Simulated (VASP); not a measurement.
# KMgH3 (P4/mmm) in VASP: a series of runs

The runs below take KMgH3 through single point, with LDA.

Program: VASP 6.6.1. These are calculated values, not measurements. Logs are shortened: lines on timing, memory, paths and dates and some standing lists are left out, and cuts for length are marked.

### 1 The cell of the first run

The structure is tetragonal, space group P4/mmm (No. 123). Conventional cell: a = 3.924 Å, b = 3.924 Å, c = 4.126 Å, α = 90.00°, β = 90.00°, γ = 90.00°. K (site symmetry 4/mmm) has 12 H at 2.77 to 2.85 Å and 8 Mg at 3.46 Å within 3.7 Å. Mg (site symmetry 4/mmm) has 6 H at 1.96 to 2.06 Å within 2.6 Å. Within 2.6 Å of H (site symmetry mmm) lie 2 Mg at 1.96 Å. H (site symmetry 4/mmm) has 2 Mg at 2.06 Å within 2.7 Å.

### 2 Single point, LDA (strain -0.025 along x and y, +0.025 along z)

INCAR

```
PREC     = Accurate       # precision mode
ENCUT    = 520            # plane-wave cutoff, eV
EDIFF    = 1E-6           # SCF threshold, eV
ISMEAR   = 0              # smearing method
SIGMA    = 0.05           # smearing width, eV
LREAL    = False          # projectors in reciprocal space
LASPH    = True           # aspherical terms in the spheres
NELM     = 80             # most SCF steps
ALGO     = Normal         # electronic algorithm
ISIF     = 2              # what is computed and relaxed
LWAVE    = False          # write WAVECAR
LCHARG   = True           # write CHGCAR
LELF     = True           # ELF
LVHAR    = True         
NBANDS   = 15             # bands
```

KPOINTS

```
regular mesh
0
Gamma
  8 8 8
```

POSCAR

```
KMgH3
1.0
    3.9243750000      0.0000000000      0.0000000000
    0.0000000000      3.9243750000      0.0000000000
    0.0000000000      0.0000000000      4.1256250000
K Mg H
1 1 3
Direct
    0.0000000000      0.0000000000      0.0000000000
    0.5000000000      0.5000000000      0.5000000000
    0.0000000000      0.5000000000      0.5000000000
    0.5000000000      0.0000000000      0.5000000000
    0.5000000000      0.5000000000      0.0000000000
```

Potentials or basis: VASP PAW LDA potentials, release 64 (K_sv, Mg, H).

On the command line:

```sh
> cat potpaw_LDA.64/K_sv/POTCAR potpaw_LDA.64/Mg/POTCAR potpaw_LDA.64/H/POTCAR > POTCAR
> mpirun -np 1 vasp_std > vasp.out
```

OUTCAR:

```text
PREC = Accurate
   ENCUT = 520
   EDIFF = 1E-6
   ISMEAR = 0
   LREAL = False
   LASPH = True
   NELM = 80
   ISIF = 2

 ion  position               nearest neighbor table
   1  0.000  0.000  0.000-   2 3.46   2 3.46   2 3.46   2 3.46   2 3.46   2 3.46   2 3.46   2 3.46

   2  0.500  0.500  0.500-   3 1.96   4 1.96   4 1.96   3 1.96   5 2.06   5 2.06   1 3.46   1 3.46
                             1 3.46   1 3.46   1 3.46   1 3.46   1 3.46   1 3.46
   3  0.000  0.500  0.500-   2 1.96   2 1.96
   4  0.500  0.000  0.500-   2 1.96   2 1.96
   5  0.500  0.500  0.000-   2 2.06   2 2.06

  LATTYP: Found a simple tetragonal cell.
 ALAT       =     3.9243750000
 C/A-ratio  =     1.0512820513

  Lattice vectors:

 A1 = (   3.9243750000,   0.0000000000,   0.0000000000)
 A2 = (   0.0000000000,   3.9243750000,   0.0000000000)
 A3 = (   0.0000000000,   0.0000000000,   4.1256250000)

Analysis of symmetry for initial positions (statically):
=====================================================================
 Subroutine PRICEL returns:
 Original cell was already a primitive cell.

 Routine SETGRP: Setting up the symmetry group for a
 simple tetragonal supercell.

 Subroutine GETGRP returns: Found 16 space group operations
 (whereof 16 operations were pure point group operations)
 out of a pool of 16 trial point group operations.

The static configuration has the point symmetry D_4h.

Analysis of symmetry for dynamics (positions and initial velocities):
=====================================================================
 Subroutine PRICEL returns:
 Original cell was already a primitive cell.

 Routine SETGRP: Setting up the symmetry group for a
 simple tetragonal supercell.

 Subroutine GETGRP returns: Found 16 space group operations
 (whereof 16 operations were pure point group operations)
 out of a pool of 16 trial point group operations.

The dynamic configuration has the point symmetry D_4h.

 Subroutine INISYM returns: Found 16 space group operations
 (whereof 16 operations are pure point group operations),
 and found     1 'primitive' translations

----------------------------------------------------------------------------------------

                                     Primitive cell

  volume of cell :      63.5376

  direct lattice vectors                    reciprocal lattice vectors
     3.924375000  0.000000000  0.000000000     0.254817646  0.000000000  0.000000000
     0.000000000  3.924375000  0.000000000     0.000000000  0.254817646  0.000000000
     0.000000000  0.000000000  4.125625000     0.000000000  0.000000000  0.242387517

  length of vectors
     3.924375000  3.924375000  4.125625000     0.254817646  0.254817646  0.242387517

  position of ions in fractional coordinates (direct lattice)
     0.000000000  0.000000000  0.000000000
     0.500000000  0.500000000  0.500000000
     0.000000000  0.500000000  0.500000000
     0.500000000  0.000000000  0.500000000
     0.500000000  0.500000000  0.000000000

  ion indices of the primitive-cell ions
   primitive index   ion index
                 1           1
                 2           2
                 3           3
                 4           4
                 5           5

----------------------------------------------------------------------------------------

 KPOINTS: regular mesh

Automatic generation of k-mesh.
 Grid dimensions read from file:
 generate k-points for:    8    8    8

 Generating k-lattice:

  Cartesian coordinates                     Fractional coordinates (reciprocal lattice)
     0.031852206  0.000000000  0.000000000     0.125000000  0.000000000  0.000000000
     0.000000000  0.031852206  0.000000000     0.000000000  0.125000000  0.000000000
     0.000000000  0.000000000  0.030298440     0.000000000  0.000000000  0.125000000

  Length of vectors
     0.031852206  0.031852206  0.030298440

  Shift w.r.t. Gamma in fractional coordinates (k-lattice)
     0.000000000  0.000000000  0.000000000

 Subroutine IBZKPT returns following result:
 ===========================================

 Found     75 irreducible k-points:

 Following reciprocal coordinates:
            Coordinates               Weight
  0.000000  0.000000  0.000000      1.000000
  0.125000  0.000000  0.000000      4.000000
  0.250000  0.000000  0.000000      4.000000
  0.375000  0.000000  0.000000      4.000000
  0.500000  0.000000  0.000000      2.000000
  0.125000  0.125000  0.000000      4.000000
[... 16 lines left out ...]
  0.375000  0.125000  0.125000     16.000000
  0.500000  0.125000  0.125000      8.000000
 [... further k-points ...]
   k-points           NKPTS =     75   k-points in BZ     NKDIM =     75   number of bands    NBANDS=     15
   number of dos      NEDOS =    301   number of ions     NIONS =      5
   total plane-waves  NPLWV =  28800
   dimension x,y,z NGX =    30 NGY =   30 NGZ =   32
   dimension x,y,z NGXF=    60 NGYF=   60 NGZF=   64
   ions per type =               1   1   3
   NGX,Y,Z   is equivalent  to a cutoff of  12.71, 12.71, 12.89 a.u.
   NGXF,Y,Z  is equivalent  to a cutoff of  25.42, 25.42, 25.79 a.u.
 SYSTEM =  unknown system
   PREC   = accura    normal or accurate (medium, high low for compatibility)
   ISTART =      0    job   : 0-new  1-cont  2-samecut
   ICHARG =      2    charge: 1-file 2-atom 10-const
   ISPIN  =      1    spin polarized calculation?
   LNONCOLLINEAR =      F non collinear calculations
   LSORBIT =      F    spin-orbit coupling
   LASPH  =      T    aspherical Exc in radial PAW
   ENCUT  =  520.0 eV  38.22 Ry    6.18 a.u.   7.30  7.30  7.67*2*pi/ulx,y,z
   NELM   =     80;   NELMIN=  2; NELMDL= -5     # of ELM steps
   EDIFF  = 0.1E-05   stopping-criterion for ELM
   LREAL  =      F    real-space projection
   EDIFFG = 0.1E-04   stopping-criterion for IOM
   NSW    =      0    number of steps for IOM
   IBRION =     -1    ionic relax: 0-MD 1-quasi-New 2-CG
   NFREE  =      0    steps in history (QN), initial steepest desc. (CG)
   ISIF   =      2    stress and relaxation
   ISYM   =      2    0-nonsym 1-usesym 2-fastsym
   POTIM  = 0.5000    time-step for ionic-motion
   TEBEG  =    0.0;   TEEND  =   0.0 temperature during run
   PSTRESS=    0.0 pullay stress
   NELECT =      14.0000    total number of electrons
   NUPDOWN=      -1.0000    fix difference up-down
   EMIN   =  10.00;   EMAX   =-10.00  energy-range for DOS
   EFERMI =   0.00;   METHOD = LEGACY
   ISMEAR =     0;   SIGMA  =   0.05  broadening in eV -4-tet -1-fermi 0-gaus
   EFERMI_NEDOS =   21; number of points for ismear=-14 and -15
   IALGO  =     38    algorithm
   IMIX   =      4    mixing-type and parameters
     AMIX     =   0.40;   BMIX     =  1.00
     AMIX_MAG =   1.60;   BMIX_MAG =  1.00
  volume/ion in A,a.u.               =      12.71        85.75
  Fermi-wavevector in a.u.,A,eV,Ry     =   0.988797  1.868556 13.302689  0.977720
  Thomas-Fermi vector in A             =   2.120350
   LORBIT       =      0    0 simple, 1 ext, 2 COOP (PROOUT), +10 PAW based schemes
   GGA     = CA    functional components
   LHFCALC =     F    Hartree Fock is set to
   AEXX    =    0.0000 exact exchange contribution
   IVDW    =     0    specifies the selected vdW correction
   LEPSILON=     F    determine dielectric tensor
   LRPA    =     F    only Hartree local field effects (RPA)
 non-spin polarized calculation
 Gauss-broadening in eV      SIGMA  =   0.05
  energy-cutoff  :      520.00
  volume of cell :       63.54
 maximum number of plane-waves:      1732
 NGX is ok and might be reduce to    30
   NGX = 15   NGY = 15   NGZ = 15

 number of electron      14.0000000 magnetization

 Free energy of the ion-electron system (eV)
  ---------------------------------------------------
  ext. energy  EPLUGINS =         0.00000000
  ---------------------------------------------------
  free energy    TOTEN  =       -15.09959257 eV

  energy without entropy =      -15.09959257  energy(sigma->0) =      -15.09959257

 E-fermi :   0.0473     XC(G=0):  -8.9057

 val. band max:       -0.1680059098   @ k =   0.0000   0.0000   0.5000
 cond. band min:       1.9614689614   @ k =   0.5000   0.5000   0.5000
 fundamental gap:      2.1294748712
 Fermi energy:         0.0473336534

 k-point     1 :       0.0000    0.0000    0.0000
  band No.  band energies     occupation
      1     -28.8815      2.00000
      2     -12.6061      2.00000
      3     -12.5618      2.00000
      4     -12.5618      2.00000
      5      -5.9143      2.00000
      6      -0.8213      2.00000
      7      -0.6003      2.00000
      8       4.9119      0.00000
      9       5.6451      0.00000
     10       5.6451      0.00000
     11       7.4194      0.00000
     12       8.0311      0.00000
     13       8.5169      0.00000
     14       8.5169      0.00000
     15       8.8613      0.00000

 k-point     2 :       0.1250    0.0000    0.0000
  band No.  band energies     occupation
      1     -28.8789      2.00000
      2     -12.6108      2.00000
      3     -12.6018      2.00000
      4     -12.5579      2.00000
      5      -5.7519      2.00000
      6      -0.9290      2.00000
      7      -0.6748      2.00000
      8       4.8561      0.00000
      9       5.5836      0.00000
     10       5.6668      0.00000
     11       7.2676      0.00000
     12       7.8734      0.00000
     13       8.4605      0.00000
     14       8.5888      0.00000
     15       8.8228      0.00000

 k-point     3 :       0.2500    0.0000    0.0000
  band No.  band energies     occupation
      1     -28.8726      2.00000
      2     -12.7252      2.00000
      3     -12.5915      2.00000
      4     -12.5484      2.00000
      5      -5.2923      2.00000
      6      -1.5937      2.00000
      7      -0.5122      2.00000
      8       4.7113      0.00000
      9       5.4216      0.00000
     10       5.9751      0.00000
     11       6.4245      0.00000
     12       8.2093      0.00000
     13       8.4336      0.00000
     14       8.7778      0.00000
     15       8.8622      0.00000

 k-point     4 :       0.3750    0.0000    0.0000
  band No.  band energies     occupation
      1     -28.8663      2.00000
      2     -12.8347      2.00000
      3     -12.5811      2.00000
      4     -12.5389      2.00000
      5      -4.6146      2.00000
      6      -2.4997      2.00000
      7      -0.3006      2.00000
      8       4.5568      0.00000
      9       5.2476      0.00000
     10       5.6316      0.00000
     11       6.6839      0.00000
     12       8.5495      0.00000
     13       8.6345      0.00000
     14       8.9953      0.00000
     15       9.1020      0.00000
[... 307 lines left out ...]
 k-point    22 :       0.2500    0.1250    0.1250
  band No.  band energies     occupation
      1     -28.8687      2.00000
      2     -12.7133      2.00000
      3     -12.6184      2.00000
      4     -12.5875      2.00000
      5      -5.0337      2.00000
      6      -1.5306      2.00000
      7      -0.8908      2.00000
      8       4.0365      0.00000
      9       5.7416      0.00000
     10       6.3064      0.00000
     11       6.8307      0.00000
     12       7.2162      0.00000
     13       8.5804      0.00000
     14       9.0164      0.00000
     15       9.4949      0.00000

 k-point    23 :       0.3750    0.1250    0.1250
  band No.  band energies     occupation
      1     -28.8625      2.00000
      2     -12.8167      2.00000
      3     -12.6062      2.00000
      4     -12.5758      2.00000
      5      -4.4050      2.00000
      6      -2.3567      2.00000
      7      -0.7554      2.00000
      8       4.2585      0.00000
      9       5.3981      0.00000
     10       5.8737      0.00000
     11       6.2616      0.00000
     12       8.0531      0.00000
     13       8.6563      0.00000
     14       9.2126      0.00000
     15       9.4267      0.00000

 k-point    24 :       0.5000    0.1250    0.1250
  band No.  band energies     occupation
      1     -28.8599      2.00000
      2     -12.8586      2.00000
      3     -12.6010      2.00000
      4     -12.5709      2.00000
      5      -3.9097      2.00000
      6      -2.9387      2.00000
      7      -0.6948      2.00000
      8       4.4897      0.00000
      9       5.2172      0.00000
     10       5.7877      0.00000
     11       5.8851      0.00000
     12       8.3167      0.00000
     13       8.5161      0.00000
     14       9.4644      0.00000
     15      10.0921      0.00000

 [... further k-points ...]

------------------------ aborting loop because EDIFF is reached ----------------------------------------

  FORCE on cell =-STRESS in cart. coord.  units (eV):
  Direction    XX          YY          ZZ          XY          YZ          ZX
  --------------------------------------------------------------------------------------
  -------------------------------------------------------------------------------------
  Total       -0.5823473     -0.5823473     -1.5649408      0.0000000      0.0000000      0.0000000
  in kB      -14.6845936    -14.6845936    -39.4618763      0.0000000      0.0000000      0.0000000
  external PRESSURE =     -22.9436878 kB  Pullay stress =       0.0000000 kB

 VOLUME and BASIS-vectors are now :
 -----------------------------------------------------------------------------
  energy-cutoff  :      520.00
  volume of cell :       63.54
      direct lattice vectors                 reciprocal lattice vectors
     3.924375000  0.000000000  0.000000000     0.254817646  0.000000000  0.000000000
     0.000000000  3.924375000  0.000000000     0.000000000  0.254817646  0.000000000
     0.000000000  0.000000000  4.125625000     0.000000000  0.000000000  0.242387517

 POSITION                                       TOTAL-FORCE (eV/Angst)
 -----------------------------------------------------------------------------------
      0.00000      0.00000      0.00000         0.000000      0.000000      0.000000
      1.96219      1.96219      2.06281         0.000000      0.000000      0.000000
      0.00000      1.96219      2.06281         0.000000      0.000000      0.000000
      1.96219      0.00000      2.06281         0.000000      0.000000      0.000000
      1.96219      1.96219      0.00000         0.000000      0.000000      0.000000
 -----------------------------------------------------------------------------------
    total drift:                                0.000000      0.000000     -0.000000

  FREE ENERGIE OF THE ION-ELECTRON SYSTEM (eV)
  ---------------------------------------------------
  free  energy   TOTEN  =       -15.0995925744 eV

  energy  without entropy=      -15.0995925744  energy(sigma->0) =      -15.09959257
```

It took 76 s on 1 thread of Intel Xeon 8259CL, shared host; peak memory 0.21 GiB.

What came out:

```yaml
Free_energy: -15.0996 eV
Pressure: -2.3 GPa
Band_gap_on_the_k_mesh: 2.13 eV, indirect (least direct gap 4.27 eV)
```

Caveat: the cell differs from its parent crystal (strain -0.025 along x and y, +0.025 along z). A k mesh can miss the band edges.

### 3 Single point, LDA (strain +0.000 along x and y, +0.025 along z)

INCAR

```
SYSTEM = KMgH3
PREC     = Accurate       ! precision mode
ENCUT    = 520            ! plane-wave cutoff, eV
EDIFF    = 1E-6           ! SCF threshold, eV
ISMEAR   = 0              ! smearing method
SIGMA    = 0.05           ! smearing width, eV
LREAL    = .FALSE.        ! projectors in reciprocal space
LASPH    = .TRUE.         ! aspherical terms in the spheres
NELM     = 80             ! most SCF steps
ALGO     = Normal         ! electronic algorithm
ISIF     = 2              ! what is computed and relaxed
LWAVE    = .FALSE.        ! write WAVECAR
LCHARG   = .FALSE.        ! write CHGCAR
NBANDS   = 15             ! bands
```

KPOINTS

```
Automatic mesh
0
G
  8 8 8
  0 0 0
```

Edit POSCAR of step 2 so:

```diff
@@ -2,4 +2,4 @@
 1.0
-    3.9243750000      0.0000000000      0.0000000000
-    0.0000000000      3.9243750000      0.0000000000
+    4.0250000000      0.0000000000      0.0000000000
+    0.0000000000      4.0250000000      0.0000000000
     0.0000000000      0.0000000000      4.1256250000
```

Potentials or basis: VASP PAW LDA potentials, release 64 (K_sv, Mg, H).

On the command line:

```sh
> cat potpaw_LDA.64/K_sv/POTCAR potpaw_LDA.64/Mg/POTCAR potpaw_LDA.64/H/POTCAR > POTCAR
> mpirun -np 1 vasp_std > vasp.out
```

Run time: 84 s. Hardware: 1 thread of Intel Xeon 8259CL, shared host; peak memory 0.21 GiB.

It converged, with:

```yaml
Free_energy: -15.0489 eV
Pressure: -3.9 GPa
Band_gap_on_the_k_mesh: 1.97 eV, indirect (least direct gap 4.05 eV)
```

Stress tensor (GPa, compression positive):
```
-3.53  0.00  0.00
 0.00 -3.53  0.00
 0.00  0.00 -4.56
```

Levels at points of the mesh, in eV from the valence-band top:
```
           k point  band 4  band 5  band 6  band 7  band 8  band 9  band 10  band 11
(0.00, 0.00, 0.00)  -12.45   -5.55   -0.53   -0.43    5.16    5.52     5.52     7.64
(0.50, 0.00, 0.00)  -12.43   -3.86   -2.85   -0.01    4.81    5.14     5.52     7.15
(0.50, 0.50, 0.00)  -12.42   -2.89   -2.00   -2.00    3.26    5.78     6.40     6.40
(0.00, 0.00, 0.50)  -12.43   -4.00   -2.82    0.00    5.08    5.08     5.52     7.22
(0.50, 0.00, 0.50)  -12.41   -3.03   -2.05   -1.92    3.23    5.90     6.60     6.66
(0.50, 0.50, 0.50)  -12.57   -2.15   -2.15   -2.08    1.97    5.21     5.32     5.32
```

Caveat: the cell differs from its parent crystal (strain +0.000 along x and y, +0.025 along z). A k mesh can miss the band edges.

### 4 Single point, LDA (strain +0.025 along x and y, -0.025 along z)

INCAR

```
SYSTEM = KMgH3
  PREC = Accurate
  ENCUT = 520
  EDIFF = 1E-7
  ISMEAR = 0
  SIGMA = 0.05
  LREAL = .FALSE.
  LASPH = .TRUE.
  NELM = 80
  ALGO = Normal
  ISIF = 2
  LWAVE = .FALSE.
  LCHARG = .FALSE.
  NBANDS = 15
```

KPOINTS is that of step 3.

Edit POSCAR of step 3 so:

```diff
@@ -2,5 +2,5 @@
 1.0
-    4.0250000000      0.0000000000      0.0000000000
-    0.0000000000      4.0250000000      0.0000000000
-    0.0000000000      0.0000000000      4.1256250000
+    4.1256250000      0.0000000000      0.0000000000
+    0.0000000000      4.1256250000      0.0000000000
+    0.0000000000      0.0000000000      3.9243750000
 K Mg H
```

On the command line:

```sh
> cat potpaw_LDA.64/K_sv/POTCAR potpaw_LDA.64/Mg/POTCAR potpaw_LDA.64/H/POTCAR > POTCAR
> mpirun -np 1 vasp_std > vasp.out
```

Run time: 75 s. Hardware: 1 thread of Intel Xeon 8259CL, shared host; peak memory 0.21 GiB.

The run converged. Its results:

* Free energy: -15.0384 eV
* Pressure: -3.8 GPa
* Band gap on the k mesh: 1.99 eV, indirect (least direct gap 4.05 eV)

Stress tensor (GPa, compression positive):
```
-4.52  0.00  0.00
 0.00 -4.52  0.00
 0.00  0.00 -2.33
```

Levels at points of the mesh, in eV from the valence-band top:
```
           k point  band 4  band 5  band 6  band 7  band 8  band 9  band 10  band 11
(0.00, 0.00, 0.00)  -12.42   -5.55   -0.57   -0.39    5.17    5.17     5.91     7.49
(0.50, 0.00, 0.00)  -12.40   -4.00   -2.82    0.00    4.75    5.45     5.51     7.26
(0.50, 0.50, 0.00)  -12.39   -3.17   -1.97   -1.97    3.22    6.02     6.88     6.88
(0.00, 0.00, 0.50)  -12.43   -3.70   -2.88   -0.01    4.88    4.88     5.54     7.03
(0.50, 0.00, 0.50)  -12.42   -2.87   -2.12   -1.86    3.27    5.79     6.35     6.48
(0.50, 0.50, 0.50)  -12.57   -2.23   -2.07   -2.07    1.99    5.23     5.23     5.43
```

Caveat: the cell differs from its parent crystal (strain +0.025 along x and y, -0.025 along z).

(Part 1 of 2 ends here.)
